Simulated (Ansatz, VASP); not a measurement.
# One calculation of Cu, two programs

```
Cu
1.0
     2.56744    0.00000    0.00000
    -1.28372    2.22347    0.00000
     0.00000    0.00000    4.16669
Cu
2
Direct
  0.33333 0.66667 0.25000
  0.66667 0.33333 0.75000
```

Alike in both runs: task single point; functional LDA; k mesh 13 × 13 × 7; occupations fermi-dirac, width 0.05 eV; no spin polarisation.

```csv
,VASP,Ansatz
version,VASP 6.6.1,Ansatz 0.2.0
potentials or method,"VASP PAW LDA potentials, release 64 (Cu), cutoff 520 eV","plane waves, PAW"
valence electrons in the cell,22,38
```

VASP gave:

- pressure (GPa): -12.6
- traceless stress, the component that is largest in VASP (GPa): 2.16

Question: What did Ansatz give for the same quantities?

Answer: Pressure (GPa): -13.4; traceless stress, the component that is largest in VASP (GPa): 2.15.

LDA's correlation is that of Perdew and Zunger in VASP and of Perdew and Wang (1992) in Ansatz. VASP's potentials hold 22 valence electrons a cell and Ansatz's 38, so a difference there can come from the potentials and not from the codes.
